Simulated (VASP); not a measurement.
# Li (I4/mmm) in VASP: further runs, part 2 of 2

VASP 6.6.1. Earlier steps stand in the parts before.

### Step 3. Single point, PBE (strain along c alone, the other axes held: +2.0 %)

INCAR

```
SYSTEM = Li
  ALGO = Fast
  EDIFF = 1E-6
  ENCUT = 520
  GGA = PE
  ISIF = 2
  ISMEAR = 0
  LASPH = .True.
  LCHARG = .False.
  LREAL = .False.
  LWAVE = .False.
  NBANDS = 10
  NELM = 100
  PREC = Accurate
  SIGMA = 0.1
```

KPOINTS

```
k-points
0
Gamma
  16 16 16
  0 0 0
```

POSCAR

```
Li
1.0
    3.4324475723      0.0000000000      0.0000000000
    0.0000000000      3.4324475723      0.0000000000
    0.0000000000      0.0000000000      3.5010965238
Li
2
Direct
    0.0000000000      0.0000000000      0.0000000000
    0.5000000000      0.5000000000      0.5000000000
```

Potentials or basis: VASP PAW PBE potentials, release 64 (Li_sv).

On the command line:

```bash
$ cat potpaw_PBE.64/Li_sv/POTCAR > POTCAR
$ mpirun -np 1 vasp_std > vasp.out
```

OUTCAR:

```text
SYSTEM = Li
   EDIFF = 1E-6
   ENCUT = 520
   GGA = PE
   ISIF = 2
   ISMEAR = 0
   LASPH = .True.
   LREAL = .False.
   NELM = 100
   PREC = Accurate

 ion  position               nearest neighbor table
   1  0.000  0.000  0.000-
   2  0.500  0.500  0.500-

  LATTYP: Found a simple tetragonal cell.
 ALAT       =     3.4324475723
 C/A-ratio  =     1.0200000000

  Lattice vectors:

 A1 = (   3.4324475723,   0.0000000000,   0.0000000000)
 A2 = (   0.0000000000,   3.4324475723,   0.0000000000)
[... 510 lines left out ...]
      5       7.8145      0.00000
      6       7.8145      0.00000
      7       8.9562      0.00000
      8       8.9563      0.00000
      9      12.1894      0.00000
     10      12.1945      0.00000

 [... further k-points ...]
[... 5 lines left out ...]
  --------------------------------------------------------------------------------------
  -------------------------------------------------------------------------------------
  Total       -0.0570228     -0.0570228     -0.0816146      0.0000000     -0.0000000     -0.0000000
  in kB       -2.2148650     -2.2148650     -3.1700540      0.0000000     -0.0000000     -0.0000000
  external PRESSURE =      -2.5332613 kB  Pullay stress =       0.0000000 kB

 VOLUME and BASIS-vectors are now :
 -----------------------------------------------------------------------------
  energy-cutoff  :      520.00
  volume of cell :       41.25
      direct lattice vectors                 reciprocal lattice vectors
     3.432447572  0.000000000  0.000000000     0.291337298  0.000000000  0.000000000
     0.000000000  3.432447572  0.000000000     0.000000000  0.291337298  0.000000000
     0.000000000  0.000000000  3.501096524     0.000000000  0.000000000  0.285624802

 POSITION                                       TOTAL-FORCE (eV/Angst)
 -----------------------------------------------------------------------------------
      0.00000      0.00000      0.00000        -0.000000      0.000000     -0.000000
      1.71622      1.71622      1.75055         0.000000     -0.000000      0.000000
 -----------------------------------------------------------------------------------
    total drift:                                0.000000      0.000000      0.000000

  FREE ENERGIE OF THE ION-ELECTRON SYSTEM (eV)
  ---------------------------------------------------
  free  energy   TOTEN  =        -3.8118770453 eV

  energy  without entropy=       -3.8071147530  energy(sigma->0) =       -3.80949590
```

stdout:

```text
POSCAR found type information on POSCAR Li
 POSCAR found :  1 types and       2 ions
 scaLAPACK will be used
 LDA part: xc-table for (Slater+PW92), standard interpolation
 POSCAR, INCAR and KPOINTS ok, starting setup
 FFT: planning ... GRIDC
 FFT: planning ... GRID_SOFT
 FFT: planning ... GRID
 WAVECAR not read
 entering main loop
```

It took 63 s on 1 thread of Intel Xeon 6975P-C (Granite Rapids), shared host; peak memory 0.23 GiB.

What came out:

```yaml
Free_energy: -3.8119 eV
Band_gap_on_the_k_mesh: zero (band 3 reaches 3.91 eV, above the bottom of band 4 at -0.63 eV)
```

Levels at points of the mesh, in eV from the Fermi level:
```tsv
k point	band 1	band 2	band 3	band 4	band 5	band 6
(0.00, 0.00, 0.00)	-46.58	-46.55	-3.55	5.16	5.59	5.59
(0.50, 0.00, 0.00)	-46.56	-46.56	-1.12	-1.12	8.19	8.19
(0.50, 0.50, 0.00)	-46.56	-46.56	0.30	0.30	3.27	3.27
(0.00, 0.00, 0.50)	-46.57	-46.57	-1.22	-1.22	8.49	8.49
(0.50, 0.00, 0.50)	-46.56	-46.56	0.20	0.20	3.15	3.15
(0.50, 0.50, 0.50)	-46.56	-46.56	3.32	3.32	3.32	3.32
```

Caveat: the cell differs from its parent crystal (strain along c alone, the other axes held: +2.0 %); the cutoff is under 1.25 times the usual one of these potentials, so pressure, stress and relaxed cells hold a basis-set (Pulay) error.

### Step 4. Single point, PBE (strain along c alone, the other axes held: +3.0 %)

INCAR

```
PREC = Accurate
ENCUT = 520
EDIFF = 1E-7
ISMEAR = 0
SIGMA = 0.1
LREAL = False
LASPH = True
NELM = 60
ALGO = Fast
ISIF = 2
LWAVE = False
LCHARG = False
GGA = PE
NBANDS = 10
```

KPOINTS

```
Automatic mesh
0
Gamma
  16 16 16
```

Changes to POSCAR since step 3:

```diff
@@ -4,3 +4,3 @@
     0.0000000000      3.4324475723      0.0000000000
-    0.0000000000      0.0000000000      3.5010965238
+    0.0000000000      0.0000000000      3.5354209995
 Li
```

On the command line:

```bash
$ cat potpaw_PBE.64/Li_sv/POTCAR > POTCAR
$ mpirun -np 1 vasp_std > vasp.out
```

It took 83 s on 1 thread of Intel Xeon 6975P-C (Granite Rapids), shared host; peak memory 0.23 GiB.

The run converged. Its results:

```yaml
Free_energy: -3.8110 eV
Band_gap_on_the_k_mesh: zero (band 3 reaches 3.85 eV, above the bottom of band 4 at -0.68 eV)
```

Levels at points of the mesh, in eV from the Fermi level:
| k point | band 1 | band 2 | band 3 | band 4 | band 5 | band 6 |
| --- | --- | --- | --- | --- | --- | --- |
| (0.00, 0.00, 0.00) | -46.59 | -46.56 | -3.54 | 4.99 | 5.63 | 5.63 |
| (0.50, 0.00, 0.00) | -46.57 | -46.57 | -1.11 | -1.11 | 8.03 | 8.03 |
| (0.50, 0.50, 0.00) | -46.57 | -46.57 | 0.33 | 0.33 | 3.27 | 3.27 |
| (0.00, 0.00, 0.50) | -46.57 | -46.57 | -1.24 | -1.24 | 8.47 | 8.47 |
| (0.50, 0.00, 0.50) | -46.57 | -46.57 | 0.19 | 0.19 | 3.10 | 3.10 |
| (0.50, 0.50, 0.50) | -46.57 | -46.57 | 3.29 | 3.29 | 3.29 | 3.29 |

Caveat: the cell differs from its parent crystal (strain along c alone, the other axes held: +3.0 %); the cutoff is under 1.25 times the usual one of these potentials, so pressure, stress and relaxed cells hold a basis-set (Pulay) error.

### Step 5. Overview

```csv
cell,further INCAR settings,gap on the mesh (eV)
"a = 3.432, b = 3.432, c = 3.467 Å, 2 atoms",ALGO = Fast; EDIFF = 1e-06; NBANDS = 10,none
"a = 3.432, b = 3.432, c = 3.501 Å, 2 atoms",ALGO = Fast; EDIFF = 1e-06; NBANDS = 10,none
"a = 3.432, b = 3.432, c = 3.535 Å, 2 atoms",ALGO = Fast; EDIFF = 1e-07; NBANDS = 10,none
```

Alike in all rows: task single point; level PBE; potentials or basis VASP PAW PBE potentials, release 64 (Li_sv); no spin polarisation; k mesh 16 × 16 × 16; cutoff (eV) 520; smearing gaussian 0.1 eV.

Caveats: the cutoff is under 1.25 times the usual one of these potentials, so pressure, stress and relaxed cells hold a basis-set (Pulay) error.

Absolute energies hang on the potentials; compare differences alone.
